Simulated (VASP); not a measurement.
Input of a VASP 6.6.1 run:

INCAR

```
SYSTEM = Si
ALGO = Normal
EDIFF = 1E-6
ENCUT = 520
GGA = PE
ISIF = 2
ISMEAR = -1
LASPH = .TRUE.
LCHARG = .FALSE.
LREAL = .FALSE.
LWAVE = .FALSE.
NBANDS = 11
NELM = 60
PREC = Accurate
SIGMA = 0.08
```

KPOINTS

```
k-points
0
G
  11 11 11
  0 0 0
```

The input POSCAR:

```
Si
1.0
    0.0000000000      2.6611606000      2.7154700000
    2.6611606000      0.0000000000      2.7154700000
    2.6611606000      2.6611606000      0.0000000000
Si
2
Direct
    0.5000000000      0.5000000000      0.5000000000
    0.7500000000      0.7500000000      0.7500000000
```

Potentials or basis: VASP PAW PBE potentials, release 64 (Si).

Command:

```bash
$ cat potpaw_PBE.64/Si/POTCAR > POTCAR
$ mpirun -np 1 vasp_std > vasp.out
```

Predict the pressure.

6.2 GPa.

Predict the band gap on the k mesh.

0.41 eV, indirect (least direct gap 2.51 eV).

Stress tensor (GPa, compression positive):
```
6.85 0.00 0.00
0.00 6.85 0.00
0.00 0.00 4.85
```

Caveat: the cell differs from its parent crystal (equal xx and yy strain of -2 %). A k mesh can miss the band edges.
